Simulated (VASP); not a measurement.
## LiBr: single point with PBEsol

The system is LiBr.

```
Li Br
1.0
     0.00000    2.72269    2.72269
     2.72269    0.00000    2.72269
     2.72269    2.72269    0.00000
Li Br
1 1
Direct
  0.00000 0.00000 0.00000
  0.50000 0.50000 0.50000
```

```
Program             : VASP 6.6.1
Task                : single point
Functional          : PBEsol
Potentials or basis : VASP PAW PBE potentials, release 64 (Li_sv, Br)
Cutoff              : 750 eV
k mesh              : 9 × 9 × 9
Occupations         : fermi-dirac, width 0.03 eV
Spin                : no spin polarisation
```

```yaml
Pressure: -0.5 GPa
Band_gap_on_the_k_mesh: 4.90 eV
```

Levels at points of the mesh, in eV from the valence-band top:
| k point | band 2 | band 3 | band 4 | band 5 | band 6 | band 7 | band 8 | band 9 |
| --- | --- | --- | --- | --- | --- | --- | --- | --- |
| (0.00, 0.00, 0.00) | -13.57 | 0.00 | 0.00 | 0.00 | 4.90 | 10.41 | 10.41 | 10.41 |

Wall time 32 s on 1 thread of Intel Xeon 8259CL, on a shared host, peak memory 0.21 GiB.

Caveat: the PAW data sets were made with another functional, which shifts forces and pressure a little; an odd mesh through Γ misses points on the zone boundary, where band edges can lie.
